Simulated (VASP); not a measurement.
# Si3N4 (P6_3/m) in VASP: single point with PBEsol

Aim: the single point of Si3N4 with PBEsol.

Program: VASP 6.6.1. These are calculated values, not measurements. Logs are shortened: lines on timing, memory, paths and dates and some standing lists are left out, and cuts for length are marked.

### Step 1. The cell of the first run

It takes space group P6_3/m (No. 176, hexagonal). The conventional cell has a = 7.625 Å, b = 7.625 Å, c = 2.910 Å, α = 90.00°, β = 90.00°, γ = 120.00°. Within 2.3 Å of Si (site symmetry m) lie 4 N at 1.73 to 1.74 Å. N (site symmetry -6) has 3 Si at 1.73 Å within 2.3 Å. Within 2.3 Å of N (site symmetry m) lie 3 Si at 1.74 Å.

### Step 2. Single point, PBEsol

INCAR reads:

```
PREC = Accurate
ENCUT = 520
EDIFF = 1E-7
ISMEAR = -1
SIGMA = 0.05
LREAL = False
LASPH = True
NELM = 100
ALGO = Normal
ISIF = 2
LWAVE = False
LCHARG = True
GGA = PS
LELF = True
LVHAR = True
NBANDS = 45
```

KPOINTS reads:

```
regular mesh
0
Gamma
  4 4 8
```

POSCAR reads:

```
Si3N4
1.0
    7.6247150000      0.0000000000      0.0000000000
   -3.8123570000      6.6031970000      0.0000000000
    0.0000000000      0.0000000000      2.9104330000
Si N
6 8
Direct
    0.1739470000      0.7675680000      0.2500000000
    0.2324320000      0.4063800000      0.2500000000
    0.5936200000      0.8260530000      0.2500000000
    0.8260530000      0.2324320000      0.7500000000
    0.7675680000      0.5936200000      0.7500000000
    0.4063800000      0.1739470000      0.7500000000
    0.3333330000      0.6666670000      0.2500000000
    0.6666670000      0.3333330000      0.7500000000
    0.3300000000      0.0296180000      0.2500000000
    0.9703820000      0.3003820000      0.2500000000
    0.6996180000      0.6700000000      0.2500000000
    0.6700000000      0.9703820000      0.7500000000
    0.0296180000      0.6996180000      0.7500000000
    0.3003820000      0.3300000000      0.7500000000
```

Potentials or basis: VASP PAW PBE potentials, release 64 (Si, N).

Run with:

```console
cat potpaw_PBE.64/Si/POTCAR potpaw_PBE.64/N/POTCAR > POTCAR
mpirun -np 1 vasp_std > vasp.out
```

OUTCAR:

```text
PREC = Accurate
   ENCUT = 520
   EDIFF = 1E-7
   ISMEAR = -1
   LREAL = False
   LASPH = True
   NELM = 100
   ISIF = 2
   GGA = PS

 ion  position               nearest neighbor table
   1  0.174  0.768  0.250-   7 1.73  13 1.74  13 1.74   9 1.74   2 3.00   3 3.00   5 3.06   5 3.06
                             6 3.06   6 3.06
   2  0.232  0.406  0.250-   7 1.73  14 1.74  14 1.74  10 1.74   1 3.00   3 3.00   4 3.06   4 3.06
                             6 3.06   6 3.06
   3  0.594  0.826  0.250-   7 1.73  12 1.74  12 1.74  11 1.74   1 3.00   2 3.00   4 3.06   4 3.06
                             5 3.06   5 3.06
   4  0.826  0.232  0.750-   8 1.73  10 1.74  10 1.74  12 1.74   5 3.00   6 3.00   2 3.06   2 3.06
                             3 3.06   3 3.06
   5  0.768  0.594  0.750-   8 1.73  11 1.74  11 1.74  13 1.74   4 3.00   6 3.00   1 3.06   1 3.06
                             3 3.06   3 3.06
   6  0.406  0.174  0.750-   8 1.73   9 1.74   9 1.74  14 1.74   4 3.00   5 3.00   1 3.06   1 3.06
                             2 3.06   2 3.06
   7  0.333  0.667  0.250-   1 1.73   2 1.73   3 1.73
   8  0.667  0.333  0.750-   4 1.73   5 1.73   6 1.73
   9  0.330  0.030  0.250-   6 1.74   6 1.74   1 1.74
  10  0.970  0.300  0.250-   4 1.74   4 1.74   2 1.74
  11  0.700  0.670  0.250-   5 1.74   5 1.74   3 1.74
  12  0.670  0.970  0.750-   3 1.74   3 1.74   4 1.74
  13  0.030  0.700  0.750-   1 1.74   1 1.74   5 1.74
  14  0.300  0.330  0.750-   2 1.74   2 1.74   6 1.74

  LATTYP: Found a hexagonal cell.
 ALAT       =     7.6247150000
 C/A-ratio  =     0.3817103984

  Lattice vectors:

 A1 = (   7.6247150000,   0.0000000000,   0.0000000000)
 A2 = (  -3.8123570000,   6.6031970000,   0.0000000000)
 A3 = (   0.0000000000,   0.0000000000,   2.9104330000)

Analysis of symmetry for initial positions (statically):
=====================================================================
 Subroutine PRICEL returns:
 Original cell was already a primitive cell.

 Routine SETGRP: Setting up the symmetry group for a
 hexagonal supercell.

 Subroutine GETGRP returns: Found 12 space group operations
 (whereof  6 operations were pure point group operations)
 out of a pool of 24 trial point group operations.

The static configuration has the point symmetry S_6 .
 The point group associated with its full space group is C_6h.

Analysis of symmetry for dynamics (positions and initial velocities):
=====================================================================
 Subroutine PRICEL returns:
 Original cell was already a primitive cell.

 Routine SETGRP: Setting up the symmetry group for a
 hexagonal supercell.

 Subroutine GETGRP returns: Found 12 space group operations
 (whereof  6 operations were pure point group operations)
 out of a pool of 24 trial point group operations.

The dynamic configuration has the point symmetry S_6 .
 The point group associated with its full space group is C_6h.

 Subroutine INISYM returns: Found 12 space group operations
 (whereof  6 operations are pure point group operations),
 and found     1 'primitive' translations

----------------------------------------------------------------------------------------

                                     Primitive cell

  volume of cell :     146.5330

  direct lattice vectors                    reciprocal lattice vectors
     7.624715000  0.000000000  0.000000000     0.131152443  0.075720887  0.000000000
    -3.812357000  6.603197000  0.000000000     0.000000000  0.151441794  0.000000000
     0.000000000  0.000000000  2.910433000     0.000000000  0.000000000  0.343591486

  length of vectors
     7.624715000  7.624714848  2.910433000     0.151441791  0.151441794  0.343591486

  position of ions in fractional coordinates (direct lattice)
     0.173947000  0.767568000  0.250000000
     0.232432000  0.406380000  0.250000000
     0.593620000  0.826053000  0.250000000
     0.826053000  0.232432000  0.750000000
     0.767568000  0.593620000  0.750000000
     0.406380000  0.173947000  0.750000000
     0.333333000  0.666667000  0.250000000
     0.666667000  0.333333000  0.750000000
     0.330000000  0.029618000  0.250000000
     0.970382000  0.300382000  0.250000000
     0.699618000  0.670000000  0.250000000
     0.670000000  0.970382000  0.750000000
     0.029618000  0.699618000  0.750000000
     0.300382000  0.330000000  0.750000000

  ion indices of the primitive-cell ions
[... 29 lines left out ...]
     0.000000000  0.000000000  0.042948936     0.000000000  0.000000000  0.125000000

  Length of vectors
     0.037860448  0.037860449  0.042948936

  Shift w.r.t. Gamma in fractional coordinates (k-lattice)
     0.000000000  0.000000000  0.000000000

 Subroutine IBZKPT returns following result:
 ===========================================

 Found     20 irreducible k-points:

 Following reciprocal coordinates:
            Coordinates               Weight
  0.000000  0.000000  0.000000      1.000000
  0.250000 -0.000000  0.000000      6.000000
  0.500000 -0.000000  0.000000      3.000000
  0.250000  0.250000  0.000000      6.000000
  0.000000  0.000000  0.125000      2.000000
  0.250000 -0.000000  0.125000     12.000000
[... 12 lines left out ...]
  0.500000 -0.000000  0.500000      3.000000
  0.250000  0.250000  0.500000      6.000000
   k-points           NKPTS =     20   k-points in BZ     NKDIM =     20   number of bands    NBANDS=     45
   number of dos      NEDOS =    301   number of ions     NIONS =     14
   total plane-waves  NPLWV =  86400
   dimension x,y,z NGX =    60 NGY =   60 NGZ =   24
   dimension x,y,z NGXF=   120 NGYF=  120 NGZF=   48
   ions per type =               6   8
   NGX,Y,Z   is equivalent  to a cutoff of  13.08, 13.08, 13.71 a.u.
   NGXF,Y,Z  is equivalent  to a cutoff of  26.16, 26.16, 27.42 a.u.
 SYSTEM =  unknown system
   PREC   = accura    normal or accurate (medium, high low for compatibility)
   ISTART =      0    job   : 0-new  1-cont  2-samecut
   ICHARG =      2    charge: 1-file 2-atom 10-const
   ISPIN  =      1    spin polarized calculation?
   LNONCOLLINEAR =      F non collinear calculations
   LSORBIT =      F    spin-orbit coupling
   LASPH  =      T    aspherical Exc in radial PAW
   ENCUT  =  520.0 eV  38.22 Ry    6.18 a.u.  14.18 14.18  5.41*2*pi/ulx,y,z
   NELM   =    100;   NELMIN=  2; NELMDL= -5     # of ELM steps
   EDIFF  = 0.1E-06   stopping-criterion for ELM
   LREAL  =      F    real-space projection
   EDIFFG = 0.1E-05   stopping-criterion for IOM
   NSW    =      0    number of steps for IOM
   IBRION =     -1    ionic relax: 0-MD 1-quasi-New 2-CG
   NFREE  =      0    steps in history (QN), initial steepest desc. (CG)
   ISIF   =      2    stress and relaxation
   ISYM   =      2    0-nonsym 1-usesym 2-fastsym
   POTIM  = 0.5000    time-step for ionic-motion
   TEBEG  =    0.0;   TEEND  =   0.0 temperature during run
   PSTRESS=    0.0 pullay stress
   NELECT =      64.0000    total number of electrons
   NUPDOWN=      -1.0000    fix difference up-down
   EMIN   =  10.00;   EMAX   =-10.00  energy-range for DOS
   EFERMI =   0.00;   METHOD = LEGACY
   ISMEAR =    -1;   SIGMA  =   0.05  broadening in eV -4-tet -1-fermi 0-gaus
   EFERMI_NEDOS =   21; number of points for ismear=-14 and -15
   IALGO  =     38    algorithm
   IMIX   =      4    mixing-type and parameters
     AMIX     =   0.40;   BMIX     =  1.00
     AMIX_MAG =   1.60;   BMIX_MAG =  1.00
  volume/ion in A,a.u.               =      10.47        70.63
  Fermi-wavevector in a.u.,A,eV,Ry     =   1.242099  2.347227 20.991215  1.542811
  Thomas-Fermi vector in A             =   2.376468
   LORBIT       =      0    0 simple, 1 ext, 2 COOP (PROOUT), +10 PAW based schemes
   GGA     = PS    functional components
   LHFCALC =     F    Hartree Fock is set to
   AEXX    =    0.0000 exact exchange contribution
   IVDW    =     0    specifies the selected vdW correction
   LEPSILON=     F    determine dielectric tensor
   LRPA    =     F    only Hartree local field effects (RPA)
 non-spin polarized calculation
  energy-cutoff  :      520.00
  volume of cell :      146.53
 maximum number of plane-waves:      3966
 NGX is ok and might be reduce to    60
   NGX = 29   NGY = 29   NGZ = 11

 number of electron      63.9999993 magnetization

 Free energy of the ion-electron system (eV)
  ---------------------------------------------------
  ext. energy  EPLUGINS =         0.00000000
  ---------------------------------------------------
  free energy    TOTEN  =      -120.38612898 eV

  energy without entropy =     -120.38612898  energy(sigma->0) =     -120.38612898

 E-fermi :   7.6939     XC(G=0): -10.9916

 val. band max:        6.6045739669   @ k =   0.0000   0.0000   0.1250
 cond. band min:      10.7992601364   @ k =   0.0000   0.0000   0.0000
 fundamental gap:      4.1946861695
 Fermi energy:         7.6939139309

 k-point     1 :       0.0000    0.0000    0.0000
  band No.  band energies     occupation
      1     -11.5474      2.00000
      2     -10.0714      2.00000
      3     -10.0712      2.00000
      4      -9.4491      2.00000
      5      -9.3085      2.00000
      6      -9.3082      2.00000
[... 929 lines left out ...]
     43      14.0910      0.00000
     44      14.0910      0.00000
 [bands above 44 left out]

------------------------ aborting loop because EDIFF is reached ----------------------------------------

  FORCE on cell =-STRESS in cart. coord.  units (eV):
  Direction    XX          YY          ZZ          XY          YZ          ZX
  --------------------------------------------------------------------------------------
  -------------------------------------------------------------------------------------
  Total        0.1982286      0.1982286      0.1761126      0.0000001      0.0000000      0.0000000
  in kB        2.1674118      2.1674119      1.9255978      0.0000012      0.0000000      0.0000000
  external PRESSURE =       2.0868072 kB  Pullay stress =       0.0000000 kB

 VOLUME and BASIS-vectors are now :
 -----------------------------------------------------------------------------
  energy-cutoff  :      520.00
  volume of cell :      146.53
      direct lattice vectors                 reciprocal lattice vectors
     7.624715000  0.000000000  0.000000000     0.131152443  0.075720887  0.000000000
    -3.812357000  6.603197000  0.000000000     0.000000000  0.151441794  0.000000000
     0.000000000  0.000000000  2.910433000     0.000000000  0.000000000  0.343591486

 POSITION                                       TOTAL-FORCE (eV/Angst)
 -----------------------------------------------------------------------------------
     -1.59995      5.06840      0.72761        -0.002740      0.001260      0.000000
      0.22296      2.68341      0.72761         0.000279     -0.003003      0.000000
      1.37697      5.45459      0.72761         0.002461      0.001743      0.000000
      5.41230      1.53479      2.18282         0.002740     -0.001260      0.000000
      3.58940      3.91979      2.18282        -0.000279      0.003003      0.000000
      2.43538      1.14861      2.18282        -0.002461     -0.001743      0.000000
     -0.00000      4.40213      0.72761        -0.000000      0.000000      0.000000
      3.81236      2.20106      2.18282         0.000000     -0.000000      0.000000
      2.40324      0.19557      0.72761        -0.000325     -0.004008      0.000000
      6.25372      1.98348      0.72761         0.003633      0.001722      0.000000
      2.78011      4.42414      0.72761        -0.003308      0.002285      0.000000
      1.40912      6.40762      2.18282         0.000325      0.004008      0.000000
     -2.44136      4.61972      2.18282        -0.003633     -0.001722      0.000000
      1.03225      2.17906      2.18282         0.003308     -0.002285      0.000000
 -----------------------------------------------------------------------------------
    total drift:                               -0.000223      0.000240      0.000910

  FREE ENERGIE OF THE ION-ELECTRON SYSTEM (eV)
  ---------------------------------------------------
  free  energy   TOTEN  =      -120.3861289832 eV

  energy  without entropy=     -120.3861289832  energy(sigma->0) =     -120.38612898
```

It took 3.8 min on 1 thread of Oxide Virtual Turin-like, shared host; peak memory 0.28 GiB.

What came out:

```
Free energy            : -120.3861 eV
Pressure               : 0.2 GPa
Largest force          : 0.004 eV/Å
Band gap on the k mesh : 4.19 eV, indirect (least direct gap 4.38 eV)
```

Forces on the atoms (eV/Å):
```
Si  -0.003  0.001  0.000
Si   0.000 -0.003  0.000
Si   0.002  0.002  0.000
Si   0.003 -0.001  0.000
Si   0.000  0.003  0.000
Si  -0.002 -0.002  0.000
N    0.000  0.000  0.000
N    0.000  0.000  0.000
N    0.000 -0.004  0.000
N    0.004  0.002  0.000
N   -0.003  0.002  0.000
N    0.000  0.004  0.000
N   -0.004 -0.002  0.000
N    0.003 -0.002  0.000
```

Levels at points of the mesh, in eV from the valence-band top:
| k point | band 30 | band 31 | band 32 | band 33 | band 34 | band 35 |
| --- | --- | --- | --- | --- | --- | --- |
| (0.00, 0.00, 0.00) | -0.46 | -0.37 | -0.19 | 4.19 | 4.61 | 4.79 |
| (0.50, 0.00, 0.00) | -0.76 | -0.32 | -0.25 | 4.50 | 4.60 | 4.75 |
| (0.00, 0.00, 0.50) | -1.62 | -1.36 | -1.36 | 4.55 | 4.55 | 4.55 |
| (0.50, 0.00, 0.50) | -1.49 | -1.05 | -1.05 | 4.64 | 4.64 | 5.71 |

Caveat: the PAW data sets were made with another functional, which shifts forces and pressure a little.
